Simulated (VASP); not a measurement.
A run of VASP 6.6.1 is set up as follows.

File INCAR:

```
PREC = Accurate
ENCUT = 600
EDIFF = 1E-6
ISMEAR = -1
SIGMA = 0.1
LREAL = False
LASPH = True
NELM = 200
ALGO = Normal
ISIF = 2
LWAVE = False
LCHARG = False
ISPIN = 2
MAGMOM = 0 0.96
LORBIT = 11
NUPDOWN = 0.96
LMAXMIX = 4
GGA = PE
NBANDS = 16
GGA_COMPAT = False
```

KPOINTS

```
regular mesh
0
Gamma
  11 11 11
```

Contents of POSCAR:

```
AlFe
1.0
    2.9100000000      0.0000000000      0.0000000000
    0.0000000000      2.9100000000      0.0000000000
    0.0000000000      0.0000000000      2.9100000000
Al Fe
1 1
Direct
    0.0000000000      0.0000000000      0.0000000000
    0.5000000000      0.5000000000      0.5000000000
```

Potentials or basis: VASP PAW PBE potentials, release 64 (Al, Fe).

Run with:

```bash
$ cat potpaw_PBE.64/Al/POTCAR potpaw_PBE.64/Fe/POTCAR > POTCAR
$ mpirun -np 1 vasp_std > vasp.out
```

**Question.** What does it give for the pressure?

**Answer.** -4.3 GPa.

Caveat: the total moment is fixed, so each spin has its own Fermi level.
